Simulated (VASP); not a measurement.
# MgI2 (R-3m) in VASP: single point with r2SCAN

Aim: the single point of MgI2 with r2SCAN.

Everything below comes from runs of VASP 6.6.1. Logs are shortened: lines on timing, memory, paths and dates and some standing lists are left out, and cuts for length are marked.

**1. The cell of the first run**

It takes space group R-3m (No. 166, trigonal). Conventional cell: a = 3.953 Å, b = 3.953 Å, c = 21.191 Å, α = 90.00°, β = 90.00°, γ = 120.00°. Mg (site symmetry -3m) has 6 I at 2.87 Å within 3.8 Å. Within 3.8 Å of I (site symmetry 3m) lie 3 Mg at 2.87 Å.

**2. Single point, r2SCAN (epitaxial xy strain -4.9%)**

POSCAR

```
MgI2
1.0
    1.9764070152      1.1410791222      7.0637393524
   -1.9764070152      1.1410791222      7.0637393524
    0.0000000000     -2.2821582445      7.0637393524
Mg I
1 2
Direct
    0.0000000000      0.0000000000      0.0000000000
    0.2513951288      0.2513951288      0.2513951288
    0.7486048712      0.7486048712      0.7486048712
```

INCAR.step1

```
SYSTEM = MgI2
ALGO     = Normal         ! electronic algorithm
EDIFF    = 1E-4           ! SCF threshold, eV
ENCUT    = 520            ! plane-wave cutoff, eV
GGA      = PE             ! functional
ISMEAR   = 0              ! smearing method
LASPH    = .True.         ! aspherical terms in the spheres
LCHARG   = .False.        ! write CHGCAR
LREAL    = .False.        ! projectors in reciprocal space
LWAVE    = .True.         ! write WAVECAR
NBANDS   = 15             ! bands
NELM     = 100            ! most SCF steps
PREC     = Accurate       ! precision mode
SIGMA    = 0.01           ! smearing width, eV
```

INCAR.step2

```
SYSTEM = MgI2
ALGO     = Normal         ! electronic algorithm
EDIFF    = 1E-6           ! SCF threshold, eV
ENCUT    = 520            ! plane-wave cutoff, eV
ISIF     = 2              ! what is computed and relaxed
ISMEAR   = 0              ! smearing method
ISTART   = 1            
LASPH    = .True.         ! aspherical terms in the spheres
LCHARG   = .False.        ! write CHGCAR
LMIXTAU  = .True.       
LREAL    = .False.        ! projectors in reciprocal space
LWAVE    = .False.        ! write WAVECAR
METAGGA  = R2SCAN         ! meta-GGA
NBANDS   = 15             ! bands
NELM     = 100            ! most SCF steps
PREC     = Accurate       ! precision mode
SIGMA    = 0.01           ! smearing width, eV
```

KPOINTS

```
k-points
0
Gamma
  8 8 8
  0 0 0
```

Potentials or basis: VASP PAW PBE potentials, release 64 (Mg, I).

Started as:

```
cat potpaw_PBE.64/Mg/POTCAR potpaw_PBE.64/I/POTCAR > POTCAR
cp INCAR.step1 INCAR
mpirun -np 1 vasp_std > vasp.out
cp INCAR.step2 INCAR
mpirun -np 1 vasp_std > vasp.out
```

OUTCAR:

```text
SYSTEM = MgI2
   EDIFF = 1E-6
   ENCUT = 520
   ISIF = 2
   ISMEAR = 0
   ISTART = 1
   LASPH = .True.
   LREAL = .False.
   METAGGA = R2SCAN
   NELM = 100
   PREC = Accurate

 ion  position               nearest neighbor table
   1  0.000  0.000  0.000-   3 2.87   2 2.87   3 2.87   3 2.87   2 2.87   2 2.87
   2  0.251  0.251  0.251-   1 2.87   1 2.87   1 2.87
   3  0.749  0.749  0.749-   1 2.87   1 2.87   1 2.87

  LATTYP: Found a trigonal (rhomboedric) cell.
 ALAT       =     7.4232513019
 COS(alpha) =     0.8582267018

  Lattice vectors:

 A1 = (   1.9764070152,   1.1410791222,   7.0637393524)
 A2 = (  -1.9764070152,   1.1410791222,   7.0637393524)
 A3 = (   0.0000000000,  -2.2821582445,   7.0637393524)

Analysis of symmetry for initial positions (statically):
=====================================================================
 Subroutine PRICEL returns:
 Original cell was already a primitive cell.

 Routine SETGRP: Setting up the symmetry group for a
 trigonal (rhombohedral) supercell.

 Subroutine GETGRP returns: Found 12 space group operations
 (whereof 12 operations were pure point group operations)
 out of a pool of 12 trial point group operations.

The static configuration has the point symmetry D_3d.

Analysis of symmetry for dynamics (positions and initial velocities):
=====================================================================
 Subroutine PRICEL returns:
 Original cell was already a primitive cell.

 Routine SETGRP: Setting up the symmetry group for a
 trigonal (rhombohedral) supercell.

 Subroutine GETGRP returns: Found 12 space group operations
 (whereof 12 operations were pure point group operations)
 out of a pool of 12 trial point group operations.

The dynamic configuration has the point symmetry D_3d.

 Subroutine INISYM returns: Found 12 space group operations
 (whereof 12 operations are pure point group operations),
 and found     1 'primitive' translations

----------------------------------------------------------------------------------------

                                     Primitive cell

  volume of cell :      95.5824

  direct lattice vectors                    reciprocal lattice vectors
     1.976407015  1.141079122  7.063739352     0.252984328  0.146060570  0.047189359
    -1.976407015  1.141079122  7.063739352    -0.252984328  0.146060570  0.047189359
     0.000000000 -2.282158245  7.063739352     0.000000000 -0.292121139  0.047189359

[... 90 lines left out ...]
   NFREE  =      0    steps in history (QN), initial steepest desc. (CG)
   ISIF   =      2    stress and relaxation
   ISYM   =      2    0-nonsym 1-usesym 2-fastsym
   POTIM  = 0.5000    time-step for ionic-motion
   TEBEG  =    0.0;   TEEND  =   0.0 temperature during run
   PSTRESS=    0.0 pullay stress
   NELECT =      16.0000    total number of electrons
   NUPDOWN=      -1.0000    fix difference up-down
   EMIN   =  10.00;   EMAX   =-10.00  energy-range for DOS
   EFERMI =   0.00;   METHOD = LEGACY
   ISMEAR =     0;   SIGMA  =   0.01  broadening in eV -4-tet -1-fermi 0-gaus
   EFERMI_NEDOS =   21; number of points for ismear=-14 and -15
   IALGO  =     38    algorithm
   IMIX   =      4    mixing-type and parameters
     AMIX     =   0.40;   BMIX     =  1.00
     AMIX_MAG =   1.60;   BMIX_MAG =  1.00
  volume/ion in A,a.u.               =      31.86       215.01
  Fermi-wavevector in a.u.,A,eV,Ry     =   0.902240  1.704987 11.075649  0.814037
  Thomas-Fermi vector in A             =   2.025419
   LORBIT       =      0    0 simple, 1 ext, 2 COOP (PROOUT), +10 PAW based schemes
   METAGGA = R2SCAN    functional components
   LHFCALC =     F    Hartree Fock is set to
   AEXX    =    0.0000 exact exchange contribution
   IVDW    =     0    specifies the selected vdW correction
   LEPSILON=     F    determine dielectric tensor
   LRPA    =     F    only Hartree local field effects (RPA)
 non-spin polarized calculation
 Gauss-broadening in eV      SIGMA  =   0.01
  energy-cutoff  :      520.00
  volume of cell :       95.58
 maximum number of plane-waves:      2618
   NGX = 27   NGY = 27   NGZ = 27

 number of electron      15.9999999 magnetization

 Free energy of the ion-electron system (eV)
  ---------------------------------------------------
  ext. energy  EPLUGINS =         0.00000000
  ---------------------------------------------------
  free energy    TOTEN  =       -56.78859960 eV

  energy without entropy =      -56.78859960  energy(sigma->0) =      -56.78859960

 E-fermi :   3.0125     XC(G=0):  -8.8789

 val. band max:        2.9129905856   @ k =   0.0000   0.0000   0.0000
 cond. band min:       6.4888427058   @ k =   0.5000   0.5000  -0.0000
 fundamental gap:      3.5758521203
 Fermi energy:         3.0125213922

 k-point     1 :       0.0000    0.0000    0.0000
  band No.  band energies     occupation
      1     -10.0731      2.00000
      2      -9.3459      2.00000
      3      -1.3425      2.00000
      4       2.2942      2.00000
      5       2.5415      2.00000
      6       2.5415      2.00000
      7       2.9130      2.00000
      8       2.9130      2.00000
      9       7.5577      0.00000
     10       8.5779      0.00000
     11      10.3108      0.00000
     12      10.3108      0.00000
     13      10.3991      0.00000
     14      11.4453      0.00000
[... 401 lines left out ...]
      2      -9.1457      2.00000
      3      -0.6736      2.00000
      4       0.4983      2.00000
      5       0.9191      2.00000
      6       1.8550      2.00000
      7       2.0453      2.00000
      8       2.4118      2.00000
      9       8.1884      0.00000
     10       9.1001      0.00000
     11       9.5088      0.00000
     12      10.6128      0.00000
     13      11.1532      0.00000
     14      11.6487      0.00000
     15      12.3184      0.00000

 [... further k-points ...]
[... 5 lines left out ...]
  --------------------------------------------------------------------------------------
  -------------------------------------------------------------------------------------
  Total        2.6199005      2.6199005      0.3841934      0.0000000     -0.0000000      0.0000000
  in kB       43.9154478     43.9154478      6.4399481      0.0000000     -0.0000000      0.0000000
  external PRESSURE =      31.4236146 kB  Pullay stress =       0.0000000 kB

 VOLUME and BASIS-vectors are now :
 -----------------------------------------------------------------------------
  energy-cutoff  :      520.00
  volume of cell :       95.58
      direct lattice vectors                 reciprocal lattice vectors
     1.976407015  1.141079122  7.063739352     0.252984328  0.146060570  0.047189359
    -1.976407015  1.141079122  7.063739352    -0.252984328  0.146060570  0.047189359
     0.000000000 -2.282158245  7.063739352     0.000000000 -0.292121139  0.047189359

 POSITION                                       TOTAL-FORCE (eV/Angst)
 -----------------------------------------------------------------------------------
      0.00000      0.00000      0.00000         0.000000     -0.000000      0.000000
      0.00000     -0.00000      5.32737         0.000000     -0.000000      0.045712
      0.00000     -0.00000     15.86385         0.000000      0.000000     -0.045712
 -----------------------------------------------------------------------------------
    total drift:                               -0.000000      0.000000      0.000000

  FREE ENERGIE OF THE ION-ELECTRON SYSTEM (eV)
  ---------------------------------------------------
  free  energy   TOTEN  =       -56.7885995986 eV

  energy  without entropy=      -56.7885995986  energy(sigma->0) =      -56.78859960
```

OUTCAR.step1:

```text
SYSTEM = MgI2
   EDIFF = 1E-4
   ENCUT = 520
   GGA = PE
   ISMEAR = 0
   LASPH = .True.
   LREAL = .False.
   NELM = 100
[... 655 lines left out ...]
      0.00000      0.00000      0.00000        -0.000000      0.000000     -0.000000
      0.00000     -0.00000      5.32737         0.000000      0.000000     -0.018254
      0.00000     -0.00000     15.86385         0.000000     -0.000000      0.018254
 -----------------------------------------------------------------------------------
    total drift:                               -0.000000      0.000000      0.000000

  FREE ENERGIE OF THE ION-ELECTRON SYSTEM (eV)
  ---------------------------------------------------
  free  energy   TOTEN  =        -7.5522964870 eV

  energy  without entropy=       -7.5522964870  energy(sigma->0) =       -7.55229649
```

It took 11 min on 1 thread of Intel Xeon Platinum 8488C (Sapphire Rapids), shared host; peak memory 0.52 GiB.

What came out:

* Free energy: -56.7886 eV
* Pressure: 3.1 GPa
* Largest force: 0.046 eV/Å
* Band gap on the k mesh: 3.58 eV, indirect (least direct gap 4.23 eV)

Forces in eV/Å, atoms in the order of the input:
```
Mg   0.000  0.000  0.000
I    0.000  0.000  0.046
I    0.000  0.000 -0.046
```

Caveat: the cell differs from its parent crystal (epitaxial xy strain -4.9%); the PAW data sets were made with another functional, which shifts forces and pressure a little; spin-orbit coupling is left out, which moves the levels of the heavy elements. A k mesh can miss the band edges.
